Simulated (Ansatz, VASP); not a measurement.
**SiC: VASP beside Ansatz**

```
CELL_PARAMETERS angstrom
3.09637 0.00000 0.00000
-1.54819 2.68154 0.00000
0.00000 0.00000 5.08143
ATOMIC_POSITIONS crystal
Si 0.33333 0.66667 0.00450
Si 0.66667 0.33333 0.50450
C 0.33333 0.66667 0.38050
C 0.66667 0.33333 0.88050
```

Change from the starting cell: volume scaled by 1.02, ions relaxed.

Alike in both runs: functional PBE; k mesh 16 × 16 × 9; occupations fermi-dirac, width 0.02 eV; no spin polarisation.

Ansatz relaxed the structure, and its values are those at the end. VASP's run is a single point on that final structure, the one shown.

|  | VASP | Ansatz |
| --- | --- | --- |
| version | VASP 6.6.1 | Ansatz 0.2.0 |
| potentials or method | VASP PAW PBE potentials, release 64 (Si, C) | plane-wave PAW, scalar-relativistic |
| plane-wave cutoff (eV) | 520 | 420 |
| valence electrons in the cell | 16 | 16 |

|  | VASP | Ansatz | Ansatz less VASP |
| --- | --- | --- | --- |
| gap on the k mesh at the Fermi level (eV) | 2.38 | 2.38 | +0.003 |
| pressure (GPa) | -0.9 | -0.9 | +0.05 |
| rms of the force components (eV/Å) | 0.008 | 0.008 | -0.0001 |

Ansatz's warnings: stress scf threshold loose.
